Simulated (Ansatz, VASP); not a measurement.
# One calculation of PbF2, two programs

```xyz
3
Lattice="0.0000 2.5553 2.5553 2.5553 0.0000 2.5553 2.5553 2.5553 0.0000" Properties=species:S:1:pos:R:3 pbc="T T T"
Pb    0.0000    0.0000    0.0000
F     1.2777    1.2777    1.2777
F     3.8330    3.8330    3.8330
```

Alike in both runs: task relaxation of cell and atoms; functional PBE; k mesh 11 × 11 × 11; occupations fermi-dirac, width 0.05 eV; no spin polarisation.

|  | VASP | Ansatz |
| --- | --- | --- |
| version | VASP 6.6.1 | Ansatz 0.2.0 |
| potentials or method | VASP PAW PBE potentials, release 64 (Pb_d, F_h) | PAW with Ansatz's default frozen-core files, scalar-relativistic |
| plane-wave cutoff (eV) | 910 | 420 |
| valence electrons in the cell | 28 | 28 |

|  | VASP | Ansatz | Ansatz less VASP |
| --- | --- | --- | --- |
| relaxed volume (Å³/atom) | 15.80 | 18.00 | +2.205 |
| relaxed cell length with the largest relative difference (Å) | 4.062 | 4.243 | +0.1808 |

One of these differences is far larger than is usual between the two programs; its cause wasn't traced.

Neither program's run includes spin-orbit coupling. Noted on VASP's run: the cutoff is short for stress, so the pressure is rough; the volume moved by over 15 % at a fixed basis, so the end points are rough.
